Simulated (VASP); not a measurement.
Wanted: the native input for a VASP 6.6.1 run.

```
Task                   : single point
Functional             : PBE
Potentials or basis    : VASP PAW PBE potentials, release 64 (Ti_sv, H)
Cutoff                 : 520 eV
k mesh                 : 6 × 6 × 1
Occupations            : gaussian, width 0.1 eV
Spin                   : no spin polarisation
Dipole correction      : yes
Further INCAR settings : ALGO = Normal; EDIFF = 1e-06; NBANDS = 47
```

The structure of Ti3H lies in POSCAR:

```
Ti3H
1.0
    4.6039800811      0.0000000000      0.0000000000
   -2.3019900405      3.9871637087      0.0000000000
    0.0000000000      0.0000000000     22.4969948581
Ti H
6 2
Direct
    0.6666666667      0.3333333333      0.1778015253
    0.3333333333      0.6666666667      0.2195752601
    0.0000000000      0.0000000000      0.2613489950
    0.6666666667      0.3333333333      0.2980583739
    0.3333333333      0.6666666667      0.3304600279
    0.0000000000      0.0000000000      0.3776946615
    0.2592832011      0.7407167989      0.4688179432
    0.4073834656      0.5926165344      0.4688179432
```

These files were run (other wordings do the same):

INCAR

```
SYSTEM = Ti3H
PREC = Accurate ; ENCUT = 520
EDIFF = 1E-6 ; ISMEAR = 0
SIGMA = 0.1 ; LREAL = .False.
LASPH = .True. ; NELM = 80
ALGO = Normal ; ISIF = 2
LWAVE = .False. ; LCHARG = .True.
LDIPOL = .True. ; IDIPOL = 3
DIPOL = 0.5 0.5 0.325 ; GGA = PE
LELF = .True. ; LVHAR = .True.
LVACPOTAV = .True. ; NBANDS = 47
```

KPOINTS

```
Automatic mesh
0
Gamma
  6 6 1
  0 0 0
```

Potentials or basis: VASP PAW PBE potentials, release 64 (Ti_sv, H).

Command:

```sh
$ cat potpaw_PBE.64/Ti_sv/POTCAR potpaw_PBE.64/H/POTCAR > POTCAR
$ mpirun -np 1 vasp_std > vasp.out
```

It gave:

```yaml
Largest_force: 3.442 eV/Å
Band_gap_on_the_k_mesh: zero (bands 37 and 38 overlap by 0.25 eV)
```

Run time: 5.5 min on 1 thread of Intel(R) Xeon(R) 6975P-C (Granite Rapids), with other jobs on the host, peak memory 0.56 GiB.
